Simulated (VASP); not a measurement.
# MgO (P6_3mc) in VASP: a series of runs

MgO is run at these levels: HSE06; tasks: single point.

Program: VASP 6.6.1. These are calculated values, not measurements. Logs are shortened: lines on timing, memory, paths and dates and some standing lists are left out, and cuts for length are marked.

**1. The cell of the first run**

Symmetry: P6_3mc, No. 186, hexagonal system. Conventional cell: a = 3.288 Å, b = 3.288 Å, c = 5.110 Å, α = 90.00°, β = 90.00°, γ = 120.00°. Mg (site symmetry 3m) has 4 O at 1.98 to 1.99 Å within 2.6 Å. Within 2.6 Å of O (site symmetry 3m) lie 4 Mg at 1.98 to 1.99 Å.

**2. Single point, HSE06 (uniaxial z strain +1.5%)**

POSCAR

```
MgO
1.0
    3.2882171726      0.0000000000      0.0000000000
   -1.6441085863      2.8476796046      0.0000000000
    0.0000000000      0.0000000000      5.1098819145
Mg O
2 2
Direct
    0.3333333333      0.6666666667     -0.0076843109
    0.6666666667      0.3333333333      0.4923156891
    0.3333333333      0.6666666667      0.3826843109
    0.6666666667      0.3333333333      0.8826843109
```

INCAR.step1

```
SYSTEM = MgO
PREC = Accurate
ENCUT = 520
EDIFF = 1E-5
ISMEAR = 0
SIGMA = 0.01
LREAL = .False.
LASPH = .True.
NELM = 60
ALGO = Normal
ISIF = 2
LWAVE = .True.
LCHARG = .False.
GGA = PE
NBANDS = 16
```

INCAR.step2

```
SYSTEM = MgO
PREC = Accurate
ENCUT = 520
EDIFF = 1E-6
ISMEAR = 0
SIGMA = 0.01
LREAL = .False.
LASPH = .True.
NELM = 60
ALGO = Normal
ISIF = 2
LWAVE = .False.
LCHARG = .False.
GGA = PE
LHFCALC = .True.
HFSCREEN = 0.2079
PRECFOCK = Normal
ISTART = 1
NBANDS = 16
```

KPOINTS

```
Automatic mesh
0
Gamma
  6 6 4
  0 0 0
```

Potentials or basis: VASP PAW PBE potentials, release 64 (Mg, O).

Run with:

```bash
$ cat potpaw_PBE.64/Mg/POTCAR potpaw_PBE.64/O/POTCAR > POTCAR
$ cp INCAR.step1 INCAR
$ mpirun -np 1 vasp_std > vasp.out
$ cp INCAR.step2 INCAR
$ mpirun -np 1 vasp_std > vasp.out
```

OUTCAR:

```text
SYSTEM = MgO
   PREC = Accurate
   ENCUT = 520
   EDIFF = 1E-6
   ISMEAR = 0
   LREAL = .False.
   LASPH = .True.
   NELM = 60
   ISIF = 2
   GGA = PE
   LHFCALC = .True.
   HFSCREEN = 0.2079
   PRECFOCK = Normal
   ISTART = 1

 ion  position               nearest neighbor table
   1  0.333  0.667  0.992-   4 1.98   4 1.98   4 1.98   3 1.99   2 3.18   2 3.18   2 3.18   2 3.18
                             2 3.18   2 3.18
   2  0.667  0.333  0.492-   3 1.98   3 1.98   3 1.98   4 1.99   1 3.18   1 3.18   1 3.18   1 3.18
                             1 3.18   1 3.18
   3  0.333  0.667  0.383-   2 1.98   2 1.98   2 1.98   1 1.99
   4  0.667  0.333  0.883-   1 1.98   1 1.98   1 1.98   2 1.99

  LATTYP: Found a hexagonal cell.
 ALAT       =     3.2882171726
 C/A-ratio  =     1.5539976973

  Lattice vectors:

 A1 = (   3.2882171726,   0.0000000000,   0.0000000000)
 A2 = (  -1.6441085863,   2.8476796046,   0.0000000000)
 A3 = (   0.0000000000,   0.0000000000,   5.1098819145)

Analysis of symmetry for initial positions (statically):
=====================================================================
 Subroutine PRICEL returns:
 Original cell was already a primitive cell.

 Routine SETGRP: Setting up the symmetry group for a
 hexagonal supercell.

 Subroutine GETGRP returns: Found 12 space group operations
 (whereof  6 operations were pure point group operations)
 out of a pool of 24 trial point group operations.

The static configuration has the point symmetry C_3v.
 The point group associated with its full space group is C_6v.

Analysis of symmetry for dynamics (positions and initial velocities):
=====================================================================
 Subroutine PRICEL returns:
 Original cell was already a primitive cell.

 Routine SETGRP: Setting up the symmetry group for a
 hexagonal supercell.

 Subroutine GETGRP returns: Found 12 space group operations
 (whereof  6 operations were pure point group operations)
 out of a pool of 24 trial point group operations.

The dynamic configuration has the point symmetry C_3v.
 The point group associated with its full space group is C_6v.

 Subroutine INISYM returns: Found 12 space group operations
 (whereof  6 operations are pure point group operations),
 and found     1 'primitive' translations

----------------------------------------------------------------------------------------

                                     Primitive cell

  volume of cell :      47.8479

  direct lattice vectors                    reciprocal lattice vectors
     3.288217173  0.000000000  0.000000000     0.304116166  0.175581550  0.000000000
    -1.644108586  2.847679605  0.000000000     0.000000000  0.351163101  0.000000000
     0.000000000  0.000000000  5.109881914     0.000000000  0.000000000  0.195699239

  length of vectors
     3.288217173  3.288217173  5.109881914     0.351163101  0.351163101  0.195699239

  position of ions in fractional coordinates (direct lattice)
     0.333333333  0.666666667  0.992315689
     0.666666667  0.333333333  0.492315689
     0.333333333  0.666666667  0.382684311
     0.666666667  0.333333333  0.882684311

  ion indices of the primitive-cell ions
   primitive index   ion index
                 1           1
                 2           2
                 3           3
                 4           4

----------------------------------------------------------------------------------------

 KPOINTS: Automatic mesh

Automatic generation of k-mesh.
 Grid dimensions read from file:
 generate k-points for:    6    6    4

 Generating k-lattice:

  Cartesian coordinates                     Fractional coordinates (reciprocal lattice)
     0.050686028  0.029263592  0.000000000     0.166666667  0.000000000  0.000000000
     0.000000000  0.058527183  0.000000000     0.000000000  0.166666667  0.000000000
     0.000000000  0.000000000  0.048924810     0.000000000  0.000000000  0.250000000

  Length of vectors
     0.058527183  0.058527183  0.048924810

  Shift w.r.t. Gamma in fractional coordinates (k-lattice)
     0.000000000  0.000000000  0.000000000

 Subroutine IBZKPT returns following result:
 ===========================================

 Found     21 irreducible k-points:

 Following reciprocal coordinates:
            Coordinates               Weight
  0.000000  0.000000  0.000000      1.000000
  0.166667  0.000000  0.000000      6.000000
  0.333333  0.000000  0.000000      6.000000
  0.500000  0.000000  0.000000      3.000000
  0.166667  0.166667  0.000000      6.000000
  0.333333  0.166667  0.000000     12.000000
[... 13 lines left out ...]
  0.333333  0.166667  0.500000     12.000000
  0.333333  0.333333  0.500000      2.000000
   k-points           NKPTS =     21   k-points in BZ     NKDIM =    144   number of bands    NBANDS=     16
   number of dos      NEDOS =    301   number of ions     NIONS =      4
   total plane-waves  NPLWV =  23040
   dimension x,y,z NGX =    24 NGY =   24 NGZ =   40
   dimension x,y,z NGXF=    48 NGYF=   48 NGZF=   80
   ions per type =               2   2
   NGX,Y,Z   is equivalent  to a cutoff of  12.13, 12.13, 13.01 a.u.
   NGXF,Y,Z  is equivalent  to a cutoff of  24.27, 24.27, 26.03 a.u.
 SYSTEM =  MgO
   PREC   = accura    normal or accurate (medium, high low for compatibility)
   ISTART =      1    job   : 0-new  1-cont  2-samecut
   ICHARG =      0    charge: 1-file 2-atom 10-const
   ISPIN  =      1    spin polarized calculation?
   LNONCOLLINEAR =      F non collinear calculations
   LSORBIT =      F    spin-orbit coupling
   LASPH  =      T    aspherical Exc in radial PAW
   ENCUT  =  520.0 eV  38.22 Ry    6.18 a.u.   6.11  6.11  9.50*2*pi/ulx,y,z
   NELM   =     60;   NELMIN=  2; NELMDL=  0     # of ELM steps
   EDIFF  = 0.1E-05   stopping-criterion for ELM
   LREAL  =      F    real-space projection
   EDIFFG = 0.1E-04   stopping-criterion for IOM
   NSW    =      0    number of steps for IOM
   IBRION =     -1    ionic relax: 0-MD 1-quasi-New 2-CG
   NFREE  =      0    steps in history (QN), initial steepest desc. (CG)
   ISIF   =      2    stress and relaxation
   ISYM   =      3    0-nonsym 1-usesym 2-fastsym
   POTIM  = 0.5000    time-step for ionic-motion
   TEBEG  =    0.0;   TEEND  =   0.0 temperature during run
   PSTRESS=    0.0 pullay stress
   NELECT =      16.0000    total number of electrons
   NUPDOWN=      -1.0000    fix difference up-down
   EMIN   =  10.00;   EMAX   =-10.00  energy-range for DOS
   EFERMI =   0.00;   METHOD = LEGACY
   ISMEAR =     0;   SIGMA  =   0.01  broadening in eV -4-tet -1-fermi 0-gaus
   EFERMI_NEDOS =   21; number of points for ismear=-14 and -15
   IALGO  =     38    algorithm
   IMIX   =      1    mixing-type and parameters
     AMIX     =   0.40;   BMIX     =  1.00
     AMIX_MAG =   1.60;   BMIX_MAG =  1.00
  volume/ion in A,a.u.               =      11.96        80.72
  Fermi-wavevector in a.u.,A,eV,Ry     =   1.136303  2.147301 17.567619  1.291184
  Thomas-Fermi vector in A             =   2.273008
   LORBIT       =      0    0 simple, 1 ext, 2 COOP (PROOUT), +10 PAW based schemes
   GGA     = PE    functional components
   LHFCALC =     T    Hartree Fock is set to
   PRECFOCK=normal    Normal, Fast or Accurate (Low or Medium for compatibility)
   ENCUT4O =  -1.0   cutoff for four orbital integrals eV
   NKREDX  =     1    reduce k-point grid by
   NKREDY  =     1    reduce k-point grid by
   NKREDZ  =     1    reduce k-point grid by
   AEXX    =    0.2500 exact exchange contribution
   HFSCREEN=    0.2079 screening length (either q_TF or 0.3 A-1)
   HFSCREENC=   0.2079 screening length for correlation (either q_TF or 0.3 A-1)
   ENCUTFOCK=  -1.0 apply spherical cutoff to Coloumb kernel
   IVDW    =     0    specifies the selected vdW correction
   LEPSILON=     F    determine dielectric tensor
   LRPA    =     F    only Hartree local field effects (RPA)
 non-spin polarized calculation
 Gauss-broadening in eV      SIGMA  =   0.01
  energy-cutoff  :      520.00
  volume of cell :       47.85
 maximum number of plane-waves:      1304
  NGX = 20; NGY = 20; NGZ = 30

 number of electron      16.0000009 magnetization

 Free energy of the ion-electron system (eV)
  ---------------------------------------------------
  ext. energy  EPLUGINS =         0.00000000
  ---------------------------------------------------
  free energy    TOTEN  =       -28.02636723 eV

  energy without entropy =      -28.02636723  energy(sigma->0) =      -28.02636723

 E-fermi :  -0.2110     XC(G=0):  -7.9840

 val. band max:       -0.2640462006   @ k =   0.0000   0.0000   0.0000
 cond. band min:       4.8343758538   @ k =   0.0000   0.0000   0.0000
 fundamental gap:      5.0984220544
 Fermi energy:        -0.2110266383

 k-point     1 :       0.0000    0.0000    0.0000
  band No.  band energies     occupation
      1     -17.8682      2.00000
      2     -17.0916      2.00000
      3      -3.6409      2.00000
      4      -0.8953      2.00000
      5      -0.8953      2.00000
      6      -0.5731      2.00000
[... 8 lines left out ...]
     15      18.3928      0.00000
     16      18.3928      0.00000

 k-point     2 :       0.1667    0.0000    0.0000
  band No.  band energies     occupation
      1     -17.7286      2.00000
      2     -17.0405      2.00000
      3      -3.3550      2.00000
      4      -1.6015      2.00000
      5      -1.2543      2.00000
      6      -1.0677      2.00000
[... 8 lines left out ...]
     15      17.3882      0.00000
     16      17.7284      0.00000

 k-point     3 :       0.3333    0.0000    0.0000
  band No.  band energies     occupation
      1     -17.4099      2.00000
      2     -16.9626      2.00000
      3      -2.8797      2.00000
      4      -2.6137      2.00000
      5      -2.1357      2.00000
      6      -1.3446      2.00000
[... 8 lines left out ...]
     15      16.1898      0.00000
     16      17.6440      0.00000

 k-point     4 :       0.5000    0.0000    0.0000
  band No.  band energies     occupation
      1     -17.2012      2.00000
      2     -16.9650      2.00000
      3      -3.3997      2.00000
      4      -2.5312      2.00000
      5      -2.0161      2.00000
      6      -1.4663      2.00000
[... 8 lines left out ...]
     15      15.8760      0.00000
     16      18.0355      0.00000

 k-point     5 :       0.1667    0.1667    0.0000
  band No.  band energies     occupation
      1     -17.4978      2.00000
      2     -16.9762      2.00000
      3      -2.8477      2.00000
      4      -2.3988      2.00000
      5      -2.0286      2.00000
      6      -1.2275      2.00000
[... 8 lines left out ...]
     15      16.3049      0.00000
     16      17.7578      0.00000

 k-point     6 :       0.3333    0.1667    0.0000
  band No.  band energies     occupation
      1     -17.2103      2.00000
      2     -16.9580      2.00000
      3      -3.1281      2.00000
      4      -2.3828      2.00000
      5      -2.0571      2.00000
      6      -1.7200      2.00000
[... 8 lines left out ...]
     15      15.7367      0.00000
     16      17.8374      0.00000
[... 210 lines left out ...]
 k-point    18 :       0.5000    0.0000    0.5000
  band No.  band energies     occupation
      1     -17.0768      2.00000
      2     -17.0768      2.00000
      3      -3.4383      2.00000
      4      -3.4383      2.00000
      5      -1.1099      2.00000
      6      -1.1099      2.00000
[... 8 lines left out ...]
     15      17.0150      0.00000
     16      17.0150      0.00000

 k-point    19 :       0.1667    0.1667    0.5000
  band No.  band energies     occupation
      1     -17.2391      2.00000
      2     -17.2391      2.00000
      3      -2.8437      2.00000
      4      -2.8437      2.00000
      5      -1.2697      2.00000
      6      -1.2697      2.00000
[... 8 lines left out ...]
     15      16.9126      0.00000
     16      16.9126      0.00000

 k-point    20 :       0.3333    0.1667    0.5000
  band No.  band energies     occupation
      1     -17.0783      2.00000
      2     -17.0783      2.00000
      3      -3.1899      2.00000
      4      -3.1899      2.00000
      5      -1.6806      2.00000
      6      -1.6806      2.00000
[... 8 lines left out ...]
     15      17.0941      0.00000
     16      17.0941      0.00000

 k-point    21 :       0.3333    0.3333    0.5000
  band No.  band energies     occupation
      1     -17.0248      2.00000
      2     -17.0248      2.00000
      3      -2.8798      2.00000
      4      -2.8798      2.00000
      5      -2.3736      2.00000
      6      -2.3736      2.00000
[... 8 lines left out ...]
     15      17.4721      0.00000
     16      17.4721      0.00000

------------------------ aborting loop because EDIFF is reached ----------------------------------------

  FORCE on cell =-STRESS in cart. coord.  units (eV):
  Direction    XX          YY          ZZ          XY          YZ          ZX
  --------------------------------------------------------------------------------------
  -------------------------------------------------------------------------------------
  Total       -0.4589633     -0.4589633     -0.6006530      0.0000000     -0.0000000      0.0000000
  in kB      -15.3683069    -15.3683069    -20.1127634      0.0000000     -0.0000000      0.0000000
  external PRESSURE =     -16.9497924 kB  Pullay stress =       0.0000000 kB

 VOLUME and BASIS-vectors are now :
 -----------------------------------------------------------------------------
  energy-cutoff  :      520.00
  volume of cell :       47.85
      direct lattice vectors                 reciprocal lattice vectors
     3.288217173  0.000000000  0.000000000     0.304116166  0.175581550  0.000000000
    -1.644108586  2.847679605  0.000000000     0.000000000  0.351163101  0.000000000
     0.000000000  0.000000000  5.109881914     0.000000000  0.000000000  0.195699239

 POSITION                                       TOTAL-FORCE (eV/Angst)
 -----------------------------------------------------------------------------------
     -0.00000      1.89845      5.07062        -0.000000     -0.000000      0.004259
      1.64411      0.94923      2.51568         0.000000     -0.000000      0.004259
     -0.00000      1.89845      1.95547        -0.000000      0.000000     -0.004259
      1.64411      0.94923      4.51041         0.000000     -0.000000     -0.004259
 -----------------------------------------------------------------------------------
    total drift:                               -0.000000     -0.000001      0.000565

  FREE ENERGIE OF THE ION-ELECTRON SYSTEM (eV)
  ---------------------------------------------------
  free  energy   TOTEN  =       -28.0263672312 eV

  energy  without entropy=      -28.0263672312  energy(sigma->0) =      -28.02636723
```

It took 26 min on 1 thread of Intel Xeon Platinum 8375C at 2.90GHz (Ice Lake), shared host; peak memory 0.28 GiB.

What came out:

| Property | Result |
| --- | --- |
| Free energy | -28.0264 eV |
| Pressure | -1.7 GPa |
| Largest force | 0.004 eV/Å |
| Band gap on the k mesh | 5.10 eV |

Forces in eV/Å, atoms in the order of the input:
```
Mg   0.000  0.000  0.004
Mg   0.000  0.000  0.004
O    0.000  0.000 -0.004
O    0.000  0.000 -0.004
```

Caveat: the cell differs from its parent crystal (uniaxial z strain +1.5%); the PAW data sets were made with another functional, which shifts forces and pressure a little.

**3. Single point, HSE06 (epitaxial xy strain -5.0%)**

POSCAR

```
MgO
1.0
    3.1238063140      0.0000000000      0.0000000000
   -1.5619031570      2.7052956244      0.0000000000
    0.0000000000      0.0000000000      5.3075605388
Mg O
2 2
Direct
    0.3333333333      0.6666666667      0.0027333060
    0.6666666667      0.3333333333      0.5027333060
    0.3333333333      0.6666666667      0.3722666940
    0.6666666667      0.3333333333      0.8722666940
```

INCAR.step1

```
PREC = Accurate ; ENCUT = 520
EDIFF = 1E-5 ; ISMEAR = 0
SIGMA = 0.01 ; LREAL = False
LASPH = True ; NELM = 60
ALGO = Normal ; ISIF = 2
LWAVE = True ; LCHARG = False
NBANDS = 16 ; GGA = PE
```

INCAR.step2

```
PREC = Accurate ; ENCUT = 520
EDIFF = 1E-6 ; ISMEAR = 0
SIGMA = 0.01 ; LREAL = False
LASPH = True ; NELM = 60
ALGO = Normal ; ISIF = 2
LWAVE = False ; LCHARG = False
GGA = PE ; LHFCALC = True
HFSCREEN = 0.2079 ; PRECFOCK = Normal
NBANDS = 16 ; ISTART = 1
```

KPOINTS

```
regular mesh
0
Gamma
  6 6 4
```

Potentials or basis: VASP PAW PBE potentials, release 64 (Mg, O).

Run with:

```bash
$ cat potpaw_PBE.64/Mg/POTCAR potpaw_PBE.64/O/POTCAR > POTCAR
$ cp INCAR.step1 INCAR
$ mpirun -np 1 vasp_std > vasp.out
$ cp INCAR.step2 INCAR
$ mpirun -np 1 vasp_std > vasp.out
```

Wall time 28 min (1 thread of Intel Xeon Platinum 8488C (Sapphire Rapids), shared host); peak memory 0.28 GiB.

Results (log left out):

| Quantity | Value |
| --- | --- |
| Free energy | -27.8702 eV |
| Pressure | 8.0 GPa |
| Band gap on the k mesh | 5.59 eV |

Stress tensor (GPa, compression positive):
```
11.99  0.00  0.00
 0.00 11.99  0.00
 0.00  0.00 -0.07
```

Levels at points of the mesh, in eV from the valence-band top:
```csv
k point,band 4,band 5,band 6,band 7,band 8,band 9,band 10,band 11,band 12,band 13
"(0.00, 0.00, 0.00)",-0.22,-0.19,-0.19,0.00,0.00,5.59,10.99,12.17,17.75,17.75
"(0.50, 0.00, 0.00)",-2.42,-1.71,-0.81,-0.80,-0.28,9.65,10.26,11.74,13.06,15.89
"(0.00, 0.00, 0.50)",-2.20,-0.10,-0.10,-0.10,-0.10,8.09,8.09,15.09,15.09,18.32
"(0.50, 0.00, 0.50)",-3.17,-0.80,-0.80,-0.56,-0.56,9.39,9.39,13.41,13.41,16.14
```

Caveat: the cell differs from its parent crystal (epitaxial xy strain -5.0%); the cell stands under pressure; the PAW data sets were made with another functional, which shifts forces and pressure a little.
